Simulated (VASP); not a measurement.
# Na3Al (Fm-3m) in VASP: further runs

The runs below take Na3Al through single point, with PBE.

All numbers are computed with VASP 6.6.1; they aren't measurements. Logs are shortened: lines on timing, memory, paths and dates and some standing lists are left out, and cuts for length are marked.

## Step 1: The cell of the first run

Symmetry: Fm-3m, No. 225, cubic system. The conventional cell has a = 7.666 Å, b = 7.666 Å, c = 7.666 Å, α = 90.00°, β = 90.00°, γ = 90.00°. Na (site symmetry -43m) has 10 Na at 3.32 to 3.83 Å and 4 Al at 3.32 Å within 4.4 Å. Na (site symmetry m-3m) has 8 Na at 3.32 Å and 6 Al at 3.83 Å within 4.4 Å. Within 4.4 Å of Al (site symmetry m-3m) lie 14 Na at 3.32 to 3.83 Å.

## Step 2: Single point, PBE

INCAR reads:

```
ALGO = Normal
EDIFF = 1E-6
ENCUT = 520
GGA = PE
ISIF = 2
ISMEAR = -1
LASPH = True
LCHARG = True
LELF = True
LREAL = False
LVHAR = True
LWAVE = False
NBANDS = 20
NELM = 60
PREC = Accurate
SIGMA = 0.1
```

KPOINTS reads:

```
k-points
0
Gamma
  5 5 5
```

POSCAR reads:

```
Na3Al
1.0
    0.0000000000      3.8330040000      3.8330040000
    3.8330040000      0.0000000000      3.8330040000
    3.8330040000      3.8330040000      0.0000000000
Na Al
3 1
Direct
    0.2500000000      0.2500000000      0.2500000000
    0.7500000000      0.7500000000      0.7500000000
    0.5000000000      0.5000000000      0.5000000000
    0.0000000000      0.0000000000      0.0000000000
```

Potentials or basis: VASP PAW PBE potentials, release 64 (Na_pv, Al).

On the command line:

```
cat potpaw_PBE.64/Na_pv/POTCAR potpaw_PBE.64/Al/POTCAR > POTCAR
mpirun -np 1 vasp_std > vasp.out
```

OUTCAR:

```text
EDIFF = 1E-6
   ENCUT = 520
   GGA = PE
   ISIF = 2
   ISMEAR = -1
   LASPH = True
   LREAL = False
   NELM = 60
   PREC = Accurate

 ion  position               nearest neighbor table
   1  0.250  0.250  0.250-
   2  0.750  0.750  0.750-
   3  0.500  0.500  0.500-
   4  0.000  0.000  0.000-

  LATTYP: Found a face centered cubic cell.
 ALAT       =     7.6660080000

  Lattice vectors:

 A1 = (   0.0000000000,   3.8330040000,   3.8330040000)
 A2 = (   3.8330040000,   0.0000000000,   3.8330040000)
 A3 = (   3.8330040000,   3.8330040000,   0.0000000000)

Analysis of symmetry for initial positions (statically):
=====================================================================
 Subroutine PRICEL returns:
 Original cell was already a primitive cell.

 Routine SETGRP: Setting up the symmetry group for a
 face centered cubic supercell.

 Subroutine GETGRP returns: Found 48 space group operations
 (whereof 48 operations were pure point group operations)
 out of a pool of 48 trial point group operations.

The static configuration has the point symmetry O_h .

Analysis of symmetry for dynamics (positions and initial velocities):
=====================================================================
 Subroutine PRICEL returns:
 Original cell was already a primitive cell.

 Routine SETGRP: Setting up the symmetry group for a
 face centered cubic supercell.

 Subroutine GETGRP returns: Found 48 space group operations
 (whereof 48 operations were pure point group operations)
 out of a pool of 48 trial point group operations.

The dynamic configuration has the point symmetry O_h .

 Subroutine INISYM returns: Found 48 space group operations
 (whereof 48 operations are pure point group operations),
 and found     1 'primitive' translations

----------------------------------------------------------------------------------------

                                     Primitive cell

  volume of cell :     112.6284

  direct lattice vectors                    reciprocal lattice vectors
     0.000000000  3.833004000  3.833004000    -0.130445990  0.130445990  0.130445990
[... 67 lines left out ...]
   ISTART =      0    job   : 0-new  1-cont  2-samecut
   ICHARG =      2    charge: 1-file 2-atom 10-const
   ISPIN  =      1    spin polarized calculation?
   LNONCOLLINEAR =      F non collinear calculations
   LSORBIT =      F    spin-orbit coupling
   LASPH  =      T    aspherical Exc in radial PAW
   ENCUT  =  520.0 eV  38.22 Ry    6.18 a.u.  10.08 10.08 10.08*2*pi/ulx,y,z
   NELM   =     60;   NELMIN=  2; NELMDL= -5     # of ELM steps
   EDIFF  = 0.1E-05   stopping-criterion for ELM
   LREAL  =      F    real-space projection
   EDIFFG = 0.1E-04   stopping-criterion for IOM
   NSW    =      0    number of steps for IOM
   IBRION =     -1    ionic relax: 0-MD 1-quasi-New 2-CG
   NFREE  =      0    steps in history (QN), initial steepest desc. (CG)
   ISIF   =      2    stress and relaxation
   ISYM   =      2    0-nonsym 1-usesym 2-fastsym
   POTIM  = 0.5000    time-step for ionic-motion
   TEBEG  =    0.0;   TEEND  =   0.0 temperature during run
   PSTRESS=    0.0 pullay stress
   NELECT =      24.0000    total number of electrons
   NUPDOWN=      -1.0000    fix difference up-down
   EMIN   =  10.00;   EMAX   =-10.00  energy-range for DOS
   EFERMI =   0.00;   METHOD = LEGACY
   ISMEAR =    -1;   SIGMA  =   0.10  broadening in eV -4-tet -1-fermi 0-gaus
   EFERMI_NEDOS =   21; number of points for ismear=-14 and -15
   IALGO  =     38    algorithm
   IMIX   =      4    mixing-type and parameters
     AMIX     =   0.40;   BMIX     =  1.00
     AMIX_MAG =   1.60;   BMIX_MAG =  1.00
  volume/ion in A,a.u.               =      28.16       190.01
  Fermi-wavevector in a.u.,A,eV,Ry     =   0.977828  1.847828 13.009188  0.956148
  Thomas-Fermi vector in A             =   2.108556
   LORBIT       =      0    0 simple, 1 ext, 2 COOP (PROOUT), +10 PAW based schemes
   GGA     = PE    functional components
   LHFCALC =     F    Hartree Fock is set to
   AEXX    =    0.0000 exact exchange contribution
   IVDW    =     0    specifies the selected vdW correction
   LEPSILON=     F    determine dielectric tensor
   LRPA    =     F    only Hartree local field effects (RPA)
 non-spin polarized calculation
  energy-cutoff  :      520.00
  volume of cell :      112.63
 maximum number of plane-waves:      3071
   NGX = 21   NGY = 21   NGZ = 21

 number of electron      23.9999987 magnetization

 Free energy of the ion-electron system (eV)
  ---------------------------------------------------
  ext. energy  EPLUGINS =         0.00000000
  ---------------------------------------------------
  free energy    TOTEN  =        -7.05784310 eV

  energy without entropy =       -6.98460782  energy(sigma->0) =       -7.02122546

 E-fermi :   1.4388     XC(G=0):  -7.5253

 val. band max:        1.4303781200   @ k =  -0.4000   0.4000   0.0000
 cond. band min:       1.7160662226   @ k =   0.4000   0.2000   0.0000
 fundamental gap:      0.2856881026
 Fermi energy:         1.4388060353

 k-point     1 :       0.0000    0.0000    0.0000
  band No.  band energies     occupation
      1     -23.2711      2.00000
      2     -23.2711      2.00000
      3     -23.2711      2.00000
      4     -22.8190      2.00000
      5     -22.8190      2.00000
      6     -22.8190      2.00000
[... 219 lines left out ...]
     19       7.4363      0.00000
     20       9.1652      0.00000

------------------------ aborting loop because EDIFF is reached ----------------------------------------

  FORCE on cell =-STRESS in cart. coord.  units (eV):
  Direction    XX          YY          ZZ          XY          YZ          ZX
  --------------------------------------------------------------------------------------
  -------------------------------------------------------------------------------------
  Total        0.0910602      0.0910602      0.0910602      0.0000000     -0.0000000      0.0000000
  in kB        1.2953628      1.2953628      1.2953628      0.0000000     -0.0000000      0.0000000
  external PRESSURE =       1.2953628 kB  Pullay stress =       0.0000000 kB

 VOLUME and BASIS-vectors are now :
 -----------------------------------------------------------------------------
  energy-cutoff  :      520.00
  volume of cell :      112.63
      direct lattice vectors                 reciprocal lattice vectors
     0.000000000  3.833004000  3.833004000    -0.130445990  0.130445990  0.130445990
     3.833004000  0.000000000  3.833004000     0.130445990 -0.130445990  0.130445990
     3.833004000  3.833004000  0.000000000     0.130445990  0.130445990 -0.130445990

 POSITION                                       TOTAL-FORCE (eV/Angst)
 -----------------------------------------------------------------------------------
      1.91650      1.91650      1.91650        -0.000000      0.000000     -0.000000
      5.74951      5.74951      5.74951        -0.000000     -0.000000     -0.000000
      3.83300      3.83300      3.83300         0.000000     -0.000000      0.000000
      0.00000      0.00000      0.00000         0.000000     -0.000000      0.000000
 -----------------------------------------------------------------------------------
    total drift:                               -0.000000     -0.000000      0.000000

  FREE ENERGIE OF THE ION-ELECTRON SYSTEM (eV)
  ---------------------------------------------------
  free  energy   TOTEN  =        -7.0578431040 eV

  energy  without entropy=       -6.9846078207  energy(sigma->0) =       -7.02122546
```

stdout:

```text
POSCAR found type information on POSCAR NaAl
 POSCAR found :  2 types and       4 ions
 scaLAPACK will be used
 LDA part: xc-table for (Slater+PW92), standard interpolation
 POSCAR, INCAR and KPOINTS ok, starting setup
 FFT: planning ... GRIDC
 FFT: planning ... GRID_SOFT
 FFT: planning ... GRID
 WAVECAR not read
 entering main loop
```

It took 10 s on 1 thread of Intel Xeon Platinum 8559C (Emerald Rapids), shared host; peak memory 0.23 GiB.

What came out:

```yaml
Free_energy: -7.0578 eV
Pressure: 0.1 GPa
Band_gap_on_the_k_mesh: zero (bands 12 and 13 overlap by 1.54 eV)
```

## Step 3: Single point, PBE

INCAR reads:

```
SYSTEM = Na3Al
ALGO     = Normal         ! electronic algorithm
EDIFF    = 1E-7           ! SCF threshold, eV
ENCUT    = 520            ! plane-wave cutoff, eV
GGA      = PE             ! functional
ISIF     = 2              ! what is computed and relaxed
ISMEAR   = -1             ! smearing method
LASPH    = .True.         ! aspherical terms in the spheres
LCHARG   = .True.         ! write CHGCAR
LELF     = .True.         ! ELF
LREAL    = .False.        ! projectors in reciprocal space
LVHAR    = .True.       
LWAVE    = .False.        ! write WAVECAR
NBANDS   = 20             ! bands
NELM     = 60             ! most SCF steps
PREC     = Accurate       ! precision mode
SIGMA    = 0.1            ! smearing width, eV
```

KPOINTS reads:

```
k-points
0
Gamma
  5 5 5
  0 0 0
```

POSCAR is that of step 2.

Potentials or basis: VASP PAW PBE potentials, release 64 (Na_pv, Al).

On the command line:

```
cat potpaw_PBE.64/Na_pv/POTCAR potpaw_PBE.64/Al/POTCAR > POTCAR
mpirun -np 1 vasp_std > vasp.out
```

Wall time 12 s (1 thread of Intel Xeon Platinum 8559C (Emerald Rapids), shared host); peak memory 0.23 GiB.

Results (log left out):

* Free energy: -7.0578 eV
* Pressure: 0.1 GPa
* Band gap on the k mesh: zero (bands 12 and 13 overlap by 1.54 eV)

Levels at points of the mesh, in eV from the Fermi level:
| k point | band 10 | band 11 | band 12 | band 13 | band 14 | band 15 |
| --- | --- | --- | --- | --- | --- | --- |
| (0.00, 0.00, 0.00) | -5.41 | 1.11 | 1.11 | 1.11 | 1.61 | 3.27 |
